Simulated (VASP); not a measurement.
The system is MgCdO.

```
Mg Cd O
1.0
     3.22665    0.00000    0.00000
     0.00000    3.22665    0.00000
     0.00000    0.00000    5.23354
Mg Cd O
1 1 1
Direct
  0.00000 0.00000 0.13735
  0.50000 0.50000 0.74558
  0.50000 0.50000 0.33059
```

```yaml
Program: VASP 6.6.1
Task: relaxation of cell and atoms
Functional: PBE
Potentials_or_basis: VASP PAW PBE potentials, release 64 (Mg, Cd, O)
Cutoff: 600 eV
k_mesh: 6 × 6 × 4
Occupations: gaussian, width 0.1 eV
Spin: no spin polarisation
```

At the start: pressure -8.9 GPa; volume 18.16 Å³/atom.

Task: How do energy, volume and symmetry change on relaxing?

Result: Over 13 steps the energy falls by 554.6 meV/atom and the volume is 16.20 Å³/atom (-10.8 %); space group P4mm (No. 99, to 0.05 Å).

The path:
| step | energy change (eV) | largest force (eV/Å) | pressure (GPa) | volume (Å³) |
| --- | --- | --- | --- | --- |
| 1 | 0.0000 | 2.3256 | -8.92 | 54.49 |
| 2 | -0.8105 | 2.0181 | -2.91 | 46.87 |
| 3 | -1.0752 | 1.3858 | 9.50 | 41.11 |
| 4 | -1.4526 | 0.5591 | 7.97 | 42.66 |
| 5 | -1.5268 | 0.2382 | 8.70 | 43.45 |
| 6 | -1.4888 | 0.3214 | 10.11 | 44.95 |
| 7 | -1.5408 | 0.1107 | 9.42 | 44.02 |
| 8 | -1.5447 | 0.0876 | -6.45 | 52.65 |
| 9 | -1.6610 | 0.0711 | -0.08 | 48.07 |
| 10 | -1.6610 | 0.0714 | 0.08 | 47.98 |
| 11 | -1.6624 | 0.0612 | 0.04 | 48.14 |
| 12 | -1.6639 | 0.0406 | -0.03 | 48.56 |
| 13 | -1.6639 | 0.0384 | -0.03 | 48.61 |

Final structure:
```
Mg Cd O
1.0
     2.88016    0.00000    0.00000
     0.00000    2.88016    0.00000
     0.00000    0.00000    5.85962
Mg Cd O
1 1 1
Direct
  0.00000 0.00000 0.23899
  0.50000 0.50000 0.73201
  0.50000 0.50000 0.24252
```
